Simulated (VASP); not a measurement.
Crystal: LaBi2ClO4.

```
CELL_PARAMETERS angstrom
3.98890 0.00000 0.00000
0.00000 3.98890 0.00000
0.00000 0.00000 9.33319
ATOMIC_POSITIONS crystal
Bi 0.50000 0.50000 0.72162
Bi 0.50000 0.50000 0.27838
La 0.00000 0.00000 0.00000
Cl 0.00000 0.00000 0.50000
O 0.50000 0.00000 0.83834
O 0.50000 0.00000 0.16166
O 0.00000 0.50000 0.83834
O 0.00000 0.50000 0.16166
```

| Quantity | Value |
| --- | --- |
| Program | VASP 6.6.1 |
| Task | relaxation of cell and atoms |
| Functional | PBEsol |
| Potentials or basis | VASP PAW PBE potentials, release 64 (Bi_d, La, Cl, O) |
| Cutoff | 600 eV |
| k mesh | 7 × 7 × 3 |
| Occupations | fermi-dirac, width 0.05 eV |
| Spin | no spin polarisation |
| Hubbard terms | La f U = 4.0 eV |

At the start: pressure -3.3 GPa; volume 18.56 Å³/atom.

Where does the relaxation end?

Over 12 steps the energy falls by 11.7 meV/atom and the volume is 17.52 Å³/atom (-5.6 %); space group P4/mmm (No. 123, to 0.05 Å).

Step by step:
| step | energy change (eV) | largest force (eV/Å) | pressure (GPa) | volume (Å³) |
| --- | --- | --- | --- | --- |
| 1 | 0.0000 | 0.2525 | -3.25 | 148.50 |
| 2 | -0.0019 | 0.9424 | 3.34 | 140.55 |
| 3 | -0.0472 | 0.3264 | -0.12 | 144.40 |
| 4 | -0.0572 | 0.2260 | -0.04 | 143.72 |
| 5 | -0.0733 | 0.2322 | 0.22 | 141.70 |
| 6 | -0.0816 | 0.1521 | 0.08 | 141.54 |
| 7 | -0.0910 | 0.0923 | -0.23 | 141.12 |
| 8 | -0.0927 | 0.0591 | -0.10 | 140.57 |
| 9 | -0.0927 | 0.0023 | 0.17 | 139.64 |
| 10 | -0.0932 | 0.0298 | 0.04 | 140.11 |
| 11 | -0.0933 | 0.0222 | -0.09 | 140.24 |
| 12 | -0.0933 | 0.0061 | -0.06 | 140.19 |

Final structure:
```cif
data_structure
_symmetry_space_group_name_H-M 'P 1'
_symmetry_Int_Tables_number 1
_cell_length_a 3.9438
_cell_length_b 3.9438
_cell_length_c 9.0133
_cell_angle_alpha 90.000
_cell_angle_beta 90.000
_cell_angle_gamma 90.000
_cell_volume 140.19
loop_
_atom_site_label
_atom_site_type_symbol
_atom_site_fract_x
_atom_site_fract_y
_atom_site_fract_z
_atom_site_occupancy
Bi1 Bi 0.50000 0.50000 0.71198 1
Bi2 Bi 0.50000 0.50000 0.28802 1
La1 La 0.00000 0.00000 0.00000 1
Cl1 Cl 0.00000 0.00000 0.50000 1
O1 O 0.50000 0.00000 0.83142 1
O2 O 0.50000 0.00000 0.16858 1
O3 O 0.00000 0.50000 0.83142 1
O4 O 0.00000 0.50000 0.16858 1
```

Caveat: the PAW data sets were made with another functional, which shifts forces and pressure a little.
